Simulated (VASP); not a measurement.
Input of a VASP 6.6.1 run:

INCAR

```
ALGO = Normal ; EDIFF = 1E-7
ENCUT = 520 ; GGA = PE
ISIF = 2 ; ISMEAR = 0
LASPH = T ; LCHARG = F
LREAL = F ; LWAVE = F
NBANDS = 60 ; NELM = 60
PREC = Accurate ; SIGMA = 0.2
```

File KPOINTS:

```
k-points
0
Gamma
  6 6 1
```

Contents of POSCAR:

```
SnBi5O2
1.0
    3.3879552942     -0.0000451219      0.0088651328
   -1.6914789883      2.9318240469     -0.1519335387
    0.0242589932     -1.0328976994     21.3900485005
Sn Bi O
1 5 2
Direct
    0.8117725943      1.0029632616      0.0000223081
    1.2050089215      0.7769902708      0.1974715870
    0.4193056486      0.2222005874      0.8025026246
    0.2523267120      0.8719312525      0.3426812895
    1.3134087607      0.9968802538      0.5000122085
    0.3745494846      0.1231241766      0.6573239752
    0.1604508132      0.7026727510      0.0456983635
    0.4631770653      0.3032374463      0.9542876437
```

Potentials or basis: VASP PAW PBE potentials, release 64 (Sn_d, Bi_d, O).

Launch:

```bash
$ cat potpaw_PBE.64/Sn_d/POTCAR potpaw_PBE.64/Bi_d/POTCAR potpaw_PBE.64/O/POTCAR > POTCAR
$ mpirun -np 1 vasp_std > vasp.out
```

(1) Predict the band gap on the k mesh.

(2) Estimate the pressure.

(3) What does it give for the largest force?

## Answers

(1) zero (an odd number of electrons rules out a gap without spin polarisation).

(2) 0.1 GPa.

(3) 0.065 eV/Å.

Caveat: spin-orbit coupling is left out, which moves the levels of the heavy elements; an odd number of electrons without spin polarisation forces a metal; a magnetic or distorted state may lie lower.
